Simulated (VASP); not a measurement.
Here is a VASP 6.6.1 calculation.

INCAR

```
SYSTEM = Au
PREC = Accurate
ENCUT = 520
EDIFF = 1E-6
ISMEAR = 0
SIGMA = 0.15
LREAL = .FALSE.
LASPH = .TRUE.
NELM = 100
ALGO = Normal
ISIF = 2
LWAVE = .FALSE.
LCHARG = .FALSE.
GGA = CA
NBANDS = 12
```

Contents of KPOINTS:

```
regular mesh
0
G
  20 20 20
  0 0 0
```

POSCAR

```
Au
1.0
    0.0000000000      2.1605593750      2.1605593750
    2.0455000000      0.1150593750      2.0455000000
    2.0455000000      2.0455000000      0.1150593750
Au
1
Direct
    0.0000000000      0.0000000000      0.0000000000
```

Potentials or basis: VASP PAW LDA potentials, release 64 (Au).

Command:

```bash
$ cat potpaw_LDA.64/Au/POTCAR > POTCAR
$ mpirun -np 1 vasp_std > vasp.out
```

Problem. Predict the pressure.

Solution. -2.9 GPa.

Stress tensor (GPa, compression positive):
```
-5.39  0.00  0.00
 0.00 -1.71 -4.59
 0.00 -4.59 -1.71
```

Caveat: the cell differs from its parent crystal (strain +0.1125 x Voigt [0, 0, 0, 1, 0, 0]).
